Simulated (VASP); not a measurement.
# Nb2MoN3 (P-6m2) in VASP: further runs

Runs on Nb2MoN3. Level: PBE. Tasks: single point.

Program: VASP 6.6.1. These are calculated values, not measurements. Logs are shortened: lines on timing, memory, paths and dates and some standing lists are left out, and cuts for length are marked.

### 1 The cell of the first run

Symmetry: P-6m2, No. 187, hexagonal system. Conventional cell: a = 2.952 Å, b = 2.952 Å, c = 8.538 Å, α = 90.00°, β = 90.00°, γ = 120.00°. Nb (site symmetry 3m) has 6 N at 2.23 Å and 1 Mo at 2.83 Å and 7 Nb at 2.87 to 2.95 Å within 3.0 Å. Within 3.0 Å of Mo (site symmetry -6m2) lie 6 N at 2.20 Å and 2 Nb at 2.83 Å and 6 Mo at 2.95 Å. Within 3.0 Å of N (site symmetry 3m) lie 3 Mo at 2.20 Å and 3 Nb at 2.23 Å and 8 N at 2.78 to 2.95 Å. N (site symmetry -6m2) has 6 Nb at 2.23 Å and 8 N at 2.88 to 2.95 Å within 3.0 Å.

### 2 Single point, PBE, collinear spin

INCAR

```
SYSTEM = Nb2MoN3
ALGO = Normal
EDIFF = 1E-6
ENCUT = 600
GGA = PE
GGA_COMPAT = .False.
ISIF = 2
ISMEAR = 0
ISPIN = 2
LASPH = .True.
LCHARG = .False.
LMAXMIX = 4
LORBIT = 11
LREAL = .False.
LWAVE = .False.
MAGMOM = 0 0 1 0 0 0
NBANDS = 40
NELM = 200
PREC = Accurate
SIGMA = 0.15
```

KPOINTS

```
k-points
0
Gamma
  4 4 2
  0 0 0
```

POSCAR

```
Nb2MoN3
1.0
    2.9521873405     -0.0000000028      0.0000000000
   -1.4760936678      2.5566692350      0.0000000000
    0.0000000000      0.0000000000      8.5375079126
Nb Mo N
2 1 3
Direct
    0.0000000000      0.0000000000      0.6680195699
    0.0000000000      0.0000000000      0.3319804301
    0.0000000000      0.0000000000      0.0000000000
    0.3333333333      0.6666666667      0.8372444652
    0.3333333333      0.6666666667      0.1627555348
    0.3333333333      0.6666666667      0.5000000000
```

Potentials or basis: VASP PAW PBE potentials, release 64 (Nb_sv, Mo_sv, N).

Run with:

```
$ cat potpaw_PBE.64/Nb_sv/POTCAR potpaw_PBE.64/Mo_sv/POTCAR potpaw_PBE.64/N/POTCAR > POTCAR
$ mpirun -np 1 vasp_std > vasp.out
```

OUTCAR:

```text
SYSTEM = Nb2MoN3
   EDIFF = 1E-6
   ENCUT = 600
   GGA = PE
   ISIF = 2
   ISMEAR = 0
   ISPIN = 2
   LASPH = .True.
   LORBIT = 11
   LREAL = .False.
   NELM = 200
   PREC = Accurate

 ion  position               nearest neighbor table
   1  0.000  0.000  0.668-   6 2.23   6 2.23   6 2.23   4 2.23   4 2.23   4 2.23   3 2.83   2 2.87

   2  0.000  0.000  0.332-   6 2.23   6 2.23   6 2.23   5 2.23   5 2.23   5 2.23   3 2.83   1 2.87

   3  0.000  0.000  0.000-   4 2.20   5 2.20   4 2.20   5 2.20   4 2.20   5 2.20   1 2.83   2 2.83

   4  0.333  0.667  0.837-   3 2.20   3 2.20   3 2.20   1 2.23   1 2.23   1 2.23
   5  0.333  0.667  0.163-   3 2.20   3 2.20   3 2.20   2 2.23   2 2.23   2 2.23
   6  0.333  0.667  0.500-   1 2.23   2 2.23   1 2.23   2 2.23   1 2.23   2 2.23

  LATTYP: Found a hexagonal cell.
 ALAT       =     2.9521873405
 C/A-ratio  =     2.8919261984

  Lattice vectors:

 A1 = (   2.9521873405,  -0.0000000028,   0.0000000000)
 A2 = (  -1.4760936678,   2.5566692350,   0.0000000000)
 A3 = (   0.0000000000,   0.0000000000,   8.5375079126)

Analysis of symmetry for initial positions (statically):
=====================================================================
 Subroutine PRICEL returns:
 Original cell was already a primitive cell.

 Routine SETGRP: Setting up the symmetry group for a
 hexagonal supercell.

 Subroutine GETGRP returns: Found 12 space group operations
 (whereof 12 operations were pure point group operations)
 out of a pool of 24 trial point group operations.

The static configuration has the point symmetry D_3h.

Analysis of symmetry for dynamics (positions and initial velocities):
=====================================================================
 Subroutine PRICEL returns:
 Original cell was already a primitive cell.

 Routine SETGRP: Setting up the symmetry group for a
 hexagonal supercell.

 Subroutine GETGRP returns: Found 12 space group operations
 (whereof 12 operations were pure point group operations)
 out of a pool of 24 trial point group operations.

The dynamic configuration has the point symmetry D_3h.

Analysis of structural, dynamic, and magnetic symmetry:
=====================================================================
 Subroutine PRICEL returns:
 Original cell was already a primitive cell.

 Routine SETGRP: Setting up the symmetry group for a
 hexagonal supercell.

 Subroutine GETGRP returns: Found 12 space group operations
 (whereof 12 operations were pure point group operations)
 out of a pool of 24 trial point group operations.

The overall configuration has the point symmetry D_3h.

 Subroutine INISYM returns: Found 12 space group operations
 (whereof 12 operations are pure point group operations),
 and found     1 'primitive' translations

----------------------------------------------------------------------------------------

                                     Primitive cell

  volume of cell :      64.4391

  direct lattice vectors                    reciprocal lattice vectors
     2.952187341 -0.000000003  0.000000000     0.338731891  0.195566948  0.000000000
    -1.476093668  2.556669235  0.000000000     0.000000000  0.391133897  0.000000000
     0.000000000  0.000000000  8.537507913     0.000000000  0.000000000  0.117130199

  length of vectors
     2.952187341  2.952187340  8.537507913     0.391133897  0.391133897  0.117130199

  position of ions in fractional coordinates (direct lattice)
     0.000000000  0.000000000  0.668019570
     0.000000000  0.000000000  0.331980430
     0.000000000  0.000000000  0.000000000
     0.333333333  0.666666667  0.837244465
     0.333333333  0.666666667  0.162755535
     0.333333333  0.666666667  0.500000000

  ion indices of the primitive-cell ions
   primitive index   ion index
                 1           1
                 2           2
                 3           3
                 4           4
                 5           5
                 6           6

----------------------------------------------------------------------------------------

 KPOINTS: k-points

Automatic generation of k-mesh.
 Grid dimensions read from file:
 generate k-points for:    4    4    2

 Generating k-lattice:

  Cartesian coordinates                     Fractional coordinates (reciprocal lattice)
     0.084682973  0.048891737  0.000000000     0.250000000 -0.000000000  0.000000000
     0.000000000  0.097783474  0.000000000     0.000000000  0.250000000  0.000000000
     0.000000000  0.000000000  0.058565099     0.000000000  0.000000000  0.500000000

  Length of vectors
     0.097783474  0.097783474  0.058565099

  Shift w.r.t. Gamma in fractional coordinates (k-lattice)
     0.000000000  0.000000000  0.000000000

 Subroutine IBZKPT returns following result:
 ===========================================

 Found      8 irreducible k-points:

 Following reciprocal coordinates:
            Coordinates               Weight
  0.000000  0.000000  0.000000      1.000000
[... 70 lines left out ...]
  free energy    TOTEN  =       -61.42318928 eV

  energy without entropy =      -61.37135930  energy(sigma->0) =      -61.39727429

 E-fermi :  13.1837     XC(G=0): -13.3167

 val. band max:       13.1726349426   @ k =   0.0000   0.0000   0.5000
 cond. band min:      13.2783702003   @ k =   0.2500   0.2500   0.0000
 fundamental gap:      0.1057352577
 Fermi energy:        13.1837087252

 spin component 1

 k-point     1 :       0.0000    0.0000    0.0000
  band No.  band energies     occupation
      1     -49.3940      1.00000
      2     -42.9012      1.00000
      3     -42.8438      1.00000
      4     -23.8401      1.00000
      5     -23.0118      1.00000
      6     -23.0118      1.00000
[... 31 lines left out ...]
     38      15.9426      0.00000
     39      16.1597      0.00000

 k-point     2 :       0.2500    0.0000    0.0000
  band No.  band energies     occupation
      1     -49.3475      1.00000
      2     -42.8236      1.00000
      3     -42.7683      1.00000
      4     -23.7632      1.00000
      5     -23.3896      1.00000
      6     -23.0963      1.00000
[... 241 lines left out ...]
     38      17.4317      0.00000
     39      18.5401      0.00000

 k-point     8 :       0.2500    0.2500    0.5000
  band No.  band energies     occupation
      1     -49.3006      1.00000
      2     -42.7451      1.00000
      3     -42.6913      1.00000
      4     -23.6866      1.00000
      5     -23.6138      1.00000
      6     -23.3245      1.00000
[... 31 lines left out ...]
     38      17.9962      0.00000
     39      18.7280      0.00000
 Fermi energy:        13.1837087252

 spin component 2

 k-point     1 :       0.0000    0.0000    0.0000
  band No.  band energies     occupation
      1     -49.3939      1.00000
      2     -42.9012      1.00000
      3     -42.8438      1.00000
      4     -23.8400      1.00000
      5     -23.0117      1.00000
      6     -23.0117      1.00000
[... 31 lines left out ...]
     38      15.9426      0.00000
     39      16.1597      0.00000

 k-point     2 :       0.2500    0.0000    0.0000
  band No.  band energies     occupation
      1     -49.3474      1.00000
      2     -42.8235      1.00000
      3     -42.7683      1.00000
      4     -23.7631      1.00000
      5     -23.3895      1.00000
      6     -23.0961      1.00000
[... 241 lines left out ...]
     38      17.4317      0.00000
     39      18.5401      0.00000

 k-point     8 :       0.2500    0.2500    0.5000
  band No.  band energies     occupation
      1     -49.3005      1.00000
      2     -42.7451      1.00000
      3     -42.6912      1.00000
      4     -23.6865      1.00000
      5     -23.6136      1.00000
      6     -23.3244      1.00000
[... 31 lines left out ...]
     38      17.9963      0.00000
     39      18.7280      0.00000
 [bands above 39 left out]

------------------------ aborting loop because EDIFF is reached ----------------------------------------

  FORCE on cell =-STRESS in cart. coord.  units (eV):
  Direction    XX          YY          ZZ          XY          YZ          ZX
  --------------------------------------------------------------------------------------
  -------------------------------------------------------------------------------------
  Total       -0.2313298     -0.2313298     -0.2242967     -0.0000000     -0.0000000      0.0000000
  in kB       -5.7516507     -5.7516507     -5.5767857     -0.0000000     -0.0000000      0.0000000
  external PRESSURE =      -5.6933624 kB  Pullay stress =       0.0000000 kB

 VOLUME and BASIS-vectors are now :
 -----------------------------------------------------------------------------
  energy-cutoff  :      600.00
  volume of cell :       64.44
      direct lattice vectors                 reciprocal lattice vectors
     2.952187341 -0.000000003  0.000000000     0.338731891  0.195566948  0.000000000
    -1.476093668  2.556669235  0.000000000     0.000000000  0.391133897  0.000000000
     0.000000000  0.000000000  8.537507913     0.000000000  0.000000000  0.117130199

 POSITION                                       TOTAL-FORCE (eV/Angst)
 -----------------------------------------------------------------------------------
      0.00000      0.00000      5.70322         0.000000      0.000000      0.006211
      0.00000      0.00000      2.83429        -0.000000      0.000000     -0.006211
      0.00000      0.00000      0.00000         0.000000      0.000000      0.000000
      0.00000      1.70445      7.14798         0.000000     -0.000000     -0.031217
      0.00000      1.70445      1.38953        -0.000000     -0.000000      0.031217
      0.00000      1.70445      4.26875        -0.000000     -0.000000      0.000000
 -----------------------------------------------------------------------------------
    total drift:                                0.000000     -0.000000     -0.000000

  FREE ENERGIE OF THE ION-ELECTRON SYSTEM (eV)
  ---------------------------------------------------
  free  energy   TOTEN  =       -61.4231892824 eV

  energy  without entropy=      -61.3713593023  energy(sigma->0) =      -61.39727429

 total charge

# of ion       s       p       d       tot
------------------------------------------
    1        2.167   6.074   2.445  10.687
    2        2.167   6.074   2.445  10.687
    3        2.277   6.228   3.913  12.417
    4        1.235   2.444   0.000   3.679
    5        1.235   2.444   0.000   3.679
    6        1.236   2.466   0.000   3.702
--------------------------------------------------
tot         10.317  25.729   8.803  44.849

 magnetization (x)

# of ion       s       p       d       tot
------------------------------------------
    1       -0.000   0.000   0.000   0.000
    2       -0.000   0.000   0.000   0.000
    3        0.000   0.000   0.000   0.000
    4        0.000  -0.000   0.000  -0.000
    5        0.000  -0.000   0.000  -0.000
    6        0.000  -0.000   0.000  -0.000
--------------------------------------------------
tot          0.000  -0.000   0.000   0.000
```

It took 3 min on 1 thread of Intel Xeon 8259CL, shared host; peak memory 0.24 GiB.

Results:

```yaml
Free_energy: -61.4232 eV
Pressure: -0.6 GPa
Largest_force: 0.031 eV/Å
Net_moment: 0.00 μB per cell
Valence_electrons_inside_the_program's_atomic_spheres: Nb 10.69; Mo 12.42; N 3.68, 3.70 (each value once)
```

Forces on the atoms (eV/Å):
```
Nb   0.000  0.000  0.006
Nb   0.000  0.000 -0.006
Mo   0.000  0.000  0.000
N    0.000  0.000 -0.031
N    0.000  0.000  0.031
N    0.000  0.000  0.000
```

Levels at points of the mesh, in eV from the Fermi level:
Spin up:
```
           k point  band 24  band 25  band 26  band 27  band 28  band 29  band 30  band 31
(0.00, 0.00, 0.00)    -4.40    -3.11    -1.13    -1.13    -0.96    -0.96    -0.22     0.29
(0.50, 0.00, 0.00)    -4.19    -3.63    -1.56    -1.11     1.15     1.23     1.64     1.66
(0.00, 0.00, 0.50)    -4.38    -2.41    -2.06    -1.28    -1.28    -0.01    -0.01     0.46
(0.50, 0.00, 0.50)    -4.44    -3.20    -2.72    -0.71     1.16     1.50     1.66     1.75
```
Spin down:
```tsv
k point	band 23	band 24	band 25	band 26	band 27	band 28	band 29	band 30	band 31	band 32
(0.00, 0.00, 0.00)	-4.40	-4.40	-3.11	-1.13	-1.13	-0.96	-0.96	-0.22	0.29	1.64
(0.50, 0.00, 0.00)	-5.49	-4.19	-3.63	-1.56	-1.11	1.15	1.23	1.64	1.66	2.45
(0.00, 0.00, 0.50)	-4.38	-4.38	-2.41	-2.06	-1.28	-1.28	-0.01	-0.01	0.46	0.46
(0.50, 0.00, 0.50)	-4.55	-4.44	-3.20	-2.72	-0.71	1.16	1.50	1.66	1.75	2.85
```

Caveat: the k points lie up to 0.61 Å⁻¹ apart.

### 3 Single point, PBE, collinear spin

This run uses another cell than the first one, of 12.11 Å³/atom.

INCAR

```
SYSTEM = Nb2MoN3
PREC     = Accurate       ! precision mode
ENCUT    = 600            ! plane-wave cutoff, eV
EDIFF    = 1E-6           ! SCF threshold, eV
ISMEAR   = 0              ! smearing method
SIGMA    = 0.15           ! smearing width, eV
LREAL    = .False.        ! projectors in reciprocal space
LASPH    = .True.         ! aspherical terms in the spheres
NELM     = 200            ! most SCF steps
ALGO     = Normal         ! electronic algorithm
ISIF     = 2              ! what is computed and relaxed
LWAVE    = .False.        ! write WAVECAR
LCHARG   = .True.         ! write CHGCAR
ISPIN    = 2              ! spin polarisation
MAGMOM   = 0 0 1 0 0 0    ! initial moments
LORBIT   = 11             ! projections on sites
LMAXMIX  = 4              ! l up to which the mixer works
GGA      = PE             ! functional
LELF     = .True.         ! ELF
LVHAR    = .True.       
NBANDS   = 40             ! bands
GGA_COMPAT= .False.
```

KPOINTS

```
Automatic mesh
0
Gamma
  4 4 2
  0 0 0
```

POSCAR

```
Nb2MoN3
1.0
    3.4268517441     -0.0000000027      0.0000000000
   -1.7134258697      2.9677406667      0.0000000000
    0.0000000000      0.0000000000      7.1456231993
Nb Mo N
2 1 3
Direct
    0.3333333333      0.6666666667      0.3273886253
    0.3333333333      0.6666666667      0.6726113747
    0.6666666667      0.3333333333      0.0000000000
    0.6666666667      0.3333333333      0.5000000000
    0.0000000000      0.0000000000      0.0000000000
    0.0000000000      0.0000000000      0.5000000000
```

Potentials or basis: VASP PAW PBE potentials, release 64 (Nb_sv, Mo_sv, N).

Run with:

```
$ cat potpaw_PBE.64/Nb_sv/POTCAR potpaw_PBE.64/Mo_sv/POTCAR potpaw_PBE.64/N/POTCAR > POTCAR
$ mpirun -np 1 vasp_std > vasp.out
```

Wall time 2.8 min (1 thread of Intel Xeon 8259CL, shared host); peak memory 0.26 GiB.

The run converged. Its results:

- Free energy: -53.9121 eV
- Pressure: -0.6 GPa
- Net moment: -0.01 μB per cell
- Valence electrons inside the program's atomic spheres: Nb 10.62; Mo 12.65; N 3.59, 3.67 (each value once)

Levels at points of the mesh, in eV from the Fermi level:
Spin up:
```tsv
k point	band 25	band 26	band 27	band 28	band 29	band 30	band 31	band 32
(0.00, 0.00, 0.00)	-2.26	-1.12	-1.12	-1.09	0.72	0.72	2.30	2.30
(0.50, 0.00, 0.00)	-1.06	-0.57	-0.43	-0.04	0.81	0.96	1.20	1.68
(0.00, 0.00, 0.50)	-1.59	-0.96	-0.40	-0.40	-0.12	-0.12	1.24	2.18
(0.50, 0.00, 0.50)	-1.08	-0.98	-0.63	-0.53	0.61	1.00	1.73	2.06
```
Spin down:
```tsv
k point	band 25	band 26	band 27	band 28	band 29	band 30	band 31	band 32
(0.00, 0.00, 0.00)	-2.26	-1.12	-1.12	-1.09	0.72	0.72	2.30	2.30
(0.50, 0.00, 0.00)	-1.07	-0.57	-0.43	-0.05	0.81	0.96	1.20	1.68
(0.00, 0.00, 0.50)	-1.59	-0.96	-0.40	-0.40	-0.12	-0.12	1.24	2.18
(0.50, 0.00, 0.50)	-1.08	-0.98	-0.63	-0.53	0.61	1.00	1.73	2.06
```

Caveat: the k points lie up to 0.53 Å⁻¹ apart.

### 4 Single point, PBE

This run uses another cell than the first one, of 10.69 Å³/atom.

INCAR

```
PREC = Accurate
ENCUT = 600
EDIFF = 1E-6
ISMEAR = 0
SIGMA = 0.1
LREAL = False
LASPH = True
NELM = 120
ALGO = Normal
ISIF = 2
LWAVE = False
LCHARG = False
GGA = PE
NBANDS = 36
GGA_COMPAT = False
```

KPOINTS

```
Automatic mesh
0
Gamma
  12 12 4
```

POSCAR

```
Nb2MoN3
1.0
    2.9391027386      0.0000000000      0.0000000000
   -1.4695513693      2.5453376360      0.0000000000
    0.0000000000      0.0000000000      8.5749262317
Nb Mo N
2 1 3
Direct
    0.0000000000      0.0000000000      0.6686228811
    0.0000000000      0.0000000000      0.3313771189
    0.0000000000      0.0000000000      0.0000000000
    0.3333333333      0.6666666667      0.8375058643
    0.3333333333      0.6666666667      0.1624941357
    0.3333333333      0.6666666667      0.5000000000
```

Run with:

```
$ cat potpaw_PBE.64/Nb_sv/POTCAR potpaw_PBE.64/Mo_sv/POTCAR potpaw_PBE.64/N/POTCAR > POTCAR
$ mpirun -np 1 vasp_std > vasp.out
```

Run time: 4.9 min. Hardware: 1 thread of Intel Xeon 8259CL, shared host; peak memory 0.29 GiB.

The run converged. Its results:

```yaml
Free_energy: -61.6100 eV
Pressure: -0.4 GPa
Largest_force: 0.040 eV/Å
Band_gap_on_the_k_mesh: zero (an odd number of electrons rules out a gap without spin polarisation)
```

Forces on the atoms (eV/Å):
```
Nb   0.000  0.000 -0.005
Nb   0.000  0.000  0.005
Mo   0.000  0.000  0.000
N    0.000  0.000 -0.040
N    0.000  0.000  0.040
N    0.000  0.000  0.000
```

Levels at points of the mesh, in eV from the Fermi level:
```csv
k point,band 24,band 25,band 26,band 27,band 28,band 29,band 30,band 31
"(0.00, 0.00, 0.00)",-4.25,-3.16,-1.17,-1.17,-0.93,-0.93,-0.30,0.23
"(0.50, 0.00, 0.00)",-4.22,-3.58,-1.62,-1.10,1.12,1.20,1.55,1.61
"(0.00, 0.00, 0.50)",-4.24,-2.47,-2.06,-1.32,-1.32,-0.02,-0.02,0.48
"(0.50, 0.00, 0.50)",-4.34,-3.31,-2.71,-0.72,1.14,1.41,1.67,1.73
```

### 5 The runs side by side

| spin | cell | k mesh | smearing | gap on the mesh (eV) | pressure (GPa) | moment (μB) | largest force (eV/Å) |
| --- | --- | --- | --- | --- | --- | --- | --- |
| collinear | a = 2.952, b = 2.952, c = 8.538 Å, angles 90.0, 90.0, 120.0°, 6 atoms, atomic positions A | 4 × 4 × 2 | gaussian 0.15 eV | none | -0.6 | 0.00 | 0.03 |
| collinear | a = 3.427, b = 3.427, c = 7.146 Å, angles 90.0, 90.0, 120.0°, 6 atoms, atomic positions B | 4 × 4 × 2 | gaussian 0.15 eV | none | -0.6 | 0.01 | - |
| off | a = 2.939, b = 2.939, c = 8.575 Å, angles 90.0, 90.0, 120.0°, 6 atoms, atomic positions A | 12 × 12 × 4 | gaussian 0.1 eV | none | -0.4 | - | 0.04 |

Alike in all rows: task single point; level PBE; potentials or basis VASP PAW PBE potentials, release 64 (Nb_sv, Mo_sv, N); cutoff (eV) 600.

Caveats: some runs use coarse meshes.

Absolute energies hang on the potentials; compare differences alone.
